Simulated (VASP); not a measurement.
# Y (Im-3m) in VASP: further runs, part 3 of 3

VASP 6.6.1. Earlier steps stand in the parts before.

### 4 Single point, PBE (volume scaled by 0.92)

The input, INCAR:

```
SYSTEM = Y
PREC     = Accurate       ! precision mode
ENCUT    = 520            ! plane-wave cutoff, eV
EDIFF    = 1E-6           ! SCF threshold, eV
ISMEAR   = -1             ! smearing method
SIGMA    = 0.08           ! smearing width, eV
LREAL    = .False.        ! projectors in reciprocal space
LASPH    = .True.         ! aspherical terms in the spheres
NELM     = 100            ! most SCF steps
ALGO     = Normal         ! electronic algorithm
ISIF     = 2              ! what is computed and relaxed
LWAVE    = .False.        ! write WAVECAR
LCHARG   = .False.        ! write CHGCAR
GGA      = PE             ! functional
NBANDS   = 12             ! bands
```

The input, KPOINTS:

```
Automatic mesh
0
Gamma
  13 13 13
  0 0 0
```

The input, POSCAR:

```
Y
1.0
   -1.9662861831      1.9662861831      1.9662861831
    1.9662861831     -1.9662861831      1.9662861831
    1.9662861831      1.9662861831     -1.9662861831
Y
1
Direct
    0.0000000000      0.0000000000      0.0000000000
```

Potentials or basis: VASP PAW PBE potentials, release 64 (Y_sv).

The run is started by

```sh
cat potpaw_PBE.64/Y_sv/POTCAR > POTCAR
mpirun -np 1 vasp_std > vasp.out
```

OUTCAR:

```text
SYSTEM = Y
   PREC = Accurate
   ENCUT = 520
   EDIFF = 1E-6
   ISMEAR = -1
   LREAL = .False.
   LASPH = .True.
   NELM = 100
   ISIF = 2
   GGA = PE

 ion  position               nearest neighbor table
   1  0.000  0.000  0.000-

  LATTYP: Found a body centered cubic cell.
 ALAT       =     3.9325723662

  Lattice vectors:

 A1 = (  -1.9662861831,   1.9662861831,   1.9662861831)
 A2 = (   1.9662861831,  -1.9662861831,   1.9662861831)
 A3 = (   1.9662861831,   1.9662861831,  -1.9662861831)

Analysis of symmetry for initial positions (statically):
=====================================================================
 Subroutine PRICEL returns:
 Original cell was already a primitive cell.

 Routine SETGRP: Setting up the symmetry group for a
 body centered cubic supercell.

 Subroutine GETGRP returns: Found 48 space group operations
 (whereof 48 operations were pure point group operations)
 out of a pool of 48 trial point group operations.

The static configuration has the point symmetry O_h .

Analysis of symmetry for dynamics (positions and initial velocities):
=====================================================================
 Subroutine PRICEL returns:
 Original cell was already a primitive cell.

 Routine SETGRP: Setting up the symmetry group for a
 body centered cubic supercell.

 Subroutine GETGRP returns: Found 48 space group operations
 (whereof 48 operations were pure point group operations)
 out of a pool of 48 trial point group operations.

The dynamic configuration has the point symmetry O_h .

 Subroutine INISYM returns: Found 48 space group operations
 (whereof 48 operations are pure point group operations),
 and found     1 'primitive' translations

----------------------------------------------------------------------------------------

                                     Primitive cell

  volume of cell :      30.4089

  direct lattice vectors                    reciprocal lattice vectors
    -1.966286183  1.966286183  1.966286183     0.000000000  0.254286484  0.254286484
     1.966286183 -1.966286183  1.966286183     0.254286484  0.000000000  0.254286484
     1.966286183  1.966286183 -1.966286183     0.254286484  0.254286484  0.000000000

  length of vectors
     3.405707571  3.405707571  3.405707571     0.359615394  0.359615394  0.359615394

  position of ions in fractional coordinates (direct lattice)
     0.000000000  0.000000000  0.000000000

  ion indices of the primitive-cell ions
   primitive index   ion index
                 1           1

----------------------------------------------------------------------------------------

 KPOINTS: Automatic mesh

Automatic generation of k-mesh.
 Grid dimensions read from file:
 generate k-points for:   13   13   13

 Generating k-lattice:

  Cartesian coordinates                     Fractional coordinates (reciprocal lattice)
     0.000000000  0.019560499  0.019560499     0.076923077  0.000000000  0.000000000
     0.019560499  0.000000000  0.019560499     0.000000000  0.076923077  0.000000000
     0.019560499  0.019560499  0.000000000     0.000000000  0.000000000  0.076923077

  Length of vectors
     0.027662723  0.027662723  0.027662723

  Shift w.r.t. Gamma in fractional coordinates (k-lattice)
     0.000000000  0.000000000  0.000000000

 Subroutine IBZKPT returns following result:
 ===========================================

 Found     84 irreducible k-points:

 Following reciprocal coordinates:
            Coordinates               Weight
  0.000000  0.000000  0.000000      1.000000
  0.076923  0.000000  0.000000     12.000000
  0.153846  0.000000  0.000000     12.000000
  0.230769  0.000000  0.000000     12.000000
  0.307692  0.000000  0.000000     12.000000
  0.384615  0.000000  0.000000     12.000000
[... 16 lines left out ...]
  0.153846  0.076923  0.076923     24.000000
  0.230769  0.076923  0.076923     24.000000
 [... further k-points ...]
   k-points           NKPTS =     84   k-points in BZ     NKDIM =     84   number of bands    NBANDS=     12
   number of dos      NEDOS =    301   number of ions     NIONS =      1
   total plane-waves  NPLWV =  21952
   dimension x,y,z NGX =    28 NGY =   28 NGZ =   28
   dimension x,y,z NGXF=    56 NGYF=   56 NGZF=   56
   ions per type =               1
   NGX,Y,Z   is equivalent  to a cutoff of  13.67, 13.67, 13.67 a.u.
   NGXF,Y,Z  is equivalent  to a cutoff of  27.34, 27.34, 27.34 a.u.
 SYSTEM =  Y
   PREC   = accura    normal or accurate (medium, high low for compatibility)
   ISTART =      0    job   : 0-new  1-cont  2-samecut
   ICHARG =      2    charge: 1-file 2-atom 10-const
   ISPIN  =      1    spin polarized calculation?
   LNONCOLLINEAR =      F non collinear calculations
   LSORBIT =      F    spin-orbit coupling
   LASPH  =      T    aspherical Exc in radial PAW
   ENCUT  =  520.0 eV  38.22 Ry    6.18 a.u.   6.33  6.33  6.33*2*pi/ulx,y,z
   NELM   =    100;   NELMIN=  2; NELMDL= -5     # of ELM steps
   EDIFF  = 0.1E-05   stopping-criterion for ELM
   LREAL  =      F    real-space projection
   EDIFFG = 0.1E-04   stopping-criterion for IOM
   NSW    =      0    number of steps for IOM
   IBRION =     -1    ionic relax: 0-MD 1-quasi-New 2-CG
   NFREE  =      0    steps in history (QN), initial steepest desc. (CG)
   ISIF   =      2    stress and relaxation
   ISYM   =      2    0-nonsym 1-usesym 2-fastsym
   POTIM  = 0.5000    time-step for ionic-motion
   TEBEG  =    0.0;   TEEND  =   0.0 temperature during run
   PSTRESS=    0.0 pullay stress
   NELECT =      11.0000    total number of electrons
   NUPDOWN=      -1.0000    fix difference up-down
   EMIN   =  10.00;   EMAX   =-10.00  energy-range for DOS
   EFERMI =   0.00;   METHOD = LEGACY
   ISMEAR =    -1;   SIGMA  =   0.08  broadening in eV -4-tet -1-fermi 0-gaus
   EFERMI_NEDOS =   21; number of points for ismear=-14 and -15
   IALGO  =     38    algorithm
   IMIX   =      4    mixing-type and parameters
     AMIX     =   0.40;   BMIX     =  1.00
     AMIX_MAG =   1.60;   BMIX_MAG =  1.00
  volume/ion in A,a.u.               =      30.41       205.21
  Fermi-wavevector in a.u.,A,eV,Ry     =   1.166467  2.204302 18.512692  1.360644
  Thomas-Fermi vector in A             =   2.302979
   LORBIT       =      0    0 simple, 1 ext, 2 COOP (PROOUT), +10 PAW based schemes
   GGA     = PE    functional components
   LHFCALC =     F    Hartree Fock is set to
   AEXX    =    0.0000 exact exchange contribution
   IVDW    =     0    specifies the selected vdW correction
   LEPSILON=     F    determine dielectric tensor
   LRPA    =     F    only Hartree local field effects (RPA)
 non-spin polarized calculation
  energy-cutoff  :      520.00
  volume of cell :       30.41
 maximum number of plane-waves:       836
 NGX is ok and might be reduce to    28
   NGX = 13   NGY = 13   NGZ = 13

 number of electron      10.9999999 magnetization

 Free energy of the ion-electron system (eV)
  ---------------------------------------------------
  ext. energy  EPLUGINS =         0.00000000
  ---------------------------------------------------
  free energy    TOTEN  =        -6.30864955 eV

  energy without entropy =       -6.25838144  energy(sigma->0) =       -6.28351549

 E-fermi :   3.5273     XC(G=0):  -9.7293

 val. band max:        3.5194902623   @ k =   0.3846   0.2308   0.0000
 cond. band min:       3.5284541843   @ k =  -0.3077   0.3077   0.2308
 fundamental gap:      0.0089639220
 Fermi energy:         3.5272623804

 k-point     1 :       0.0000    0.0000    0.0000
  band No.  band energies     occupation
      1     -39.1415      2.00000
      2     -18.7762      2.00000
      3     -18.7762      2.00000
      4     -18.7762      2.00000
      5      -1.4073      2.00000
      6       5.2785      0.00000
      7       5.2785      0.00000
      8       5.2785      0.00000
      9       7.3515      0.00000
     10       7.3515      0.00000
     11      14.0641      0.00000
     12      14.0641      0.00000
[... 331 lines left out ...]
 k-point    24 :       0.2308    0.0769    0.0769
  band No.  band energies     occupation
      1     -39.0738      2.00000
      2     -19.2804      2.00000
      3     -18.9283      2.00000
      4     -18.8150      2.00000
      5       0.9715      2.00000
      6       3.8957      0.01980
      7       3.8990      0.01901
      8       7.2568      0.00000
      9       7.6484      0.00000
     10       8.2709      0.00000
     11      13.8506      0.00000
     12      14.0909      0.00000

 [... further k-points ...]

------------------------ aborting loop because EDIFF is reached ----------------------------------------

  FORCE on cell =-STRESS in cart. coord.  units (eV):
  Direction    XX          YY          ZZ          XY          YZ          ZX
  --------------------------------------------------------------------------------------
  -------------------------------------------------------------------------------------
  Total        0.6643964      0.6643964      0.6643964      0.0000000     -0.0000000      0.0000000
  in kB       35.0056131     35.0056131     35.0056131      0.0000000     -0.0000000      0.0000000
  external PRESSURE =      35.0056131 kB  Pullay stress =       0.0000000 kB

 VOLUME and BASIS-vectors are now :
 -----------------------------------------------------------------------------
  energy-cutoff  :      520.00
  volume of cell :       30.41
      direct lattice vectors                 reciprocal lattice vectors
    -1.966286183  1.966286183  1.966286183     0.000000000  0.254286484  0.254286484
     1.966286183 -1.966286183  1.966286183     0.254286484  0.000000000  0.254286484
     1.966286183  1.966286183 -1.966286183     0.254286484  0.254286484  0.000000000

 POSITION                                       TOTAL-FORCE (eV/Angst)
 -----------------------------------------------------------------------------------
      0.00000      0.00000      0.00000         0.000000     -0.000000      0.000000
 -----------------------------------------------------------------------------------
    total drift:                                0.000000      0.000000      0.000000

  FREE ENERGIE OF THE ION-ELECTRON SYSTEM (eV)
  ---------------------------------------------------
  free  energy   TOTEN  =        -6.3086495454 eV

  energy  without entropy=       -6.2583814425  energy(sigma->0) =       -6.28351549
```

Wall time 42 s (1 thread of AMD EPYC 7R43 (Zen 3), shared host); peak memory 0.15 GiB.

Results:

- Free energy: -6.3086 eV
- Pressure: 3.5 GPa
